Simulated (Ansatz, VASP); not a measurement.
One calculation of Si2Mo, two programs

File INCAR:

```
SYSTEM = Si2Mo
PREC = Accurate
ENCUT = 520
EDIFF = 1E-8
ISMEAR = -1
SIGMA = 0.03
LREAL = .FALSE.
LASPH = .TRUE.
NELM = 100
ALGO = Normal
ISIF = 2
LWAVE = .FALSE.
LCHARG = .FALSE.
GGA = PS
LEFG = .TRUE.
NBANDS = 18
```

File KPOINTS:

```
regular mesh
0
G
  12 12 16
  0 0 0
```

Contents of POSCAR:

```
Si2Mo
1.0
   -1.6553050000      1.5766950000      3.9305000000
    1.5766950000     -1.6553050000      3.9305000000
    1.6233050000      1.6233050000     -3.9625000000
Si Mo
2 1
Direct
    0.3330000000      0.3330000000      0.0000000000
    0.6670000000      0.6670000000      0.0000000000
    0.0000000000      0.0000000000      0.0000000000
```

Input for Ansatz:

```yaml
crystal:
  lattice:
    - [-1.655305, 1.576695, 3.9305]
    - [1.576695, -1.655305, 3.9305]
    - [1.623305, 1.623305, -3.9625]
  atoms:
    - { symbol: Si, position: [0.333, 0.333, 0.0] }
    - { symbol: Si, position: [0.667, 0.667, 0.0] }
    - { symbol: Mo, position: [0.0, 0.0, 0.0] }
kpoints:
  mp_grid: { grid: [12, 12, 16] }
scf:
  occupations: { method: fermi_dirac, width: 0.03 }
hamiltonian:
  xc: pbesol
  pseudopotentials: { kind: all_electron, datasets: crystal }
output:
  forces: true
  stress: true
  eigenvalues: true
  efg: { contact_densities: true }
```

Change from the starting cell: equal xy, yz and zx shear strains of -2 %, crystal datasets.

Alike in both runs: task electric field gradients; functional PBEsol; k mesh 12 × 12 × 16; occupations fermi-dirac, width 0.03 eV; no spin polarisation.

|  | VASP | Ansatz |
| --- | --- | --- |
| version | VASP 6.6.1 | Ansatz 0.2.0 |
| potentials or method | VASP PAW PBE potentials, release 64 (Si, Mo_sv), cutoff 520 eV | all-electron PAW with datasets made for the crystal, scalar-relativistic |

Ansatz gave:

```
pressure (GPa)                                                : -2.4
traceless stress, the component that is largest in VASP (GPa) : 4.20
rms of the force components (eV/Å)                            : 0.154
size of Vzz on the site where it differs most (V/Å²)          : 63.9
```

**Question.** What did VASP give for the same quantities?

**Answer.** Pressure (GPa): -2.1; traceless stress, the component that is largest in VASP (GPa): 4.20; rms of the force components (eV/Å): 0.152; size of Vzz on the site where it differs most (V/Å²): 62.6.

VASP's potentials were made for PBE, not for PBEsol. Atom by atom the forces differ by 0.002 eV/Å (rms over components). Ansatz ran all-electron here, and VASP with PAW potentials.
